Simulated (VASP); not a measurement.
**MgO (Periclase): single point with PBE**

**Experimental background.**

“Electronic structure of alkaline earth and post-transition metal oxides”, 2009, arxiv:0908.1581 quotes, for a bulk crystal of MgO: band gap 7.83 eV.

MgO (Periclase):

```xyz
2
Lattice="0.0000 2.1240 2.1240 2.1240 0.0000 2.1240 2.1240 2.1240 0.0000" Properties=species:S:1:pos:R:3 pbc="T T T"
Mg    0.0000    0.0000    0.0000
O     2.1240    2.1240    2.1240
```

- Program: VASP 6.6.1
- Task: single point
- Functional: PBE
- Potentials or basis: VASP PAW PBE potentials, release 64 (Mg, O)
- Cutoff: 600 eV
- k mesh: 10 × 10 × 10
- Occupations: gaussian, width 0.02 eV
- Spin: no spin polarisation

```
Pressure               : -0.4 GPa
Band gap on the k mesh : 4.48 eV, direct
```

Levels at points of the mesh, in eV from the valence-band top:
```tsv
k point	band 1	band 2	band 3	band 4	band 5	band 6	band 7	band 8	band 9
(0.00, 0.00, 0.00)	-17.13	0.00	0.00	0.00	4.48	15.66	15.66	15.66	19.51
(0.50, 0.00, 0.00)	-15.91	-4.51	-0.63	-0.63	7.74	12.32	16.05	16.05	20.51
(0.50, 0.50, 0.00)	-15.66	-3.98	-1.31	-1.31	9.09	9.70	12.83	18.59	18.59
```

Run time: 10 s on 1 thread of Intel Xeon 8259CL (shared host), peak memory 0.15 GiB.

Against the measured gap of MgO, 7.83 eV (quoted in “Electronic structure of alkaline earth and post-transition metal oxides”, 2009, arxiv:0908.1581), the calculated 4.48 eV is off by -3.35 eV. The value is that of PBE, without temperature or zero-point motion. Semilocal functionals fall short of measured gaps as a rule.
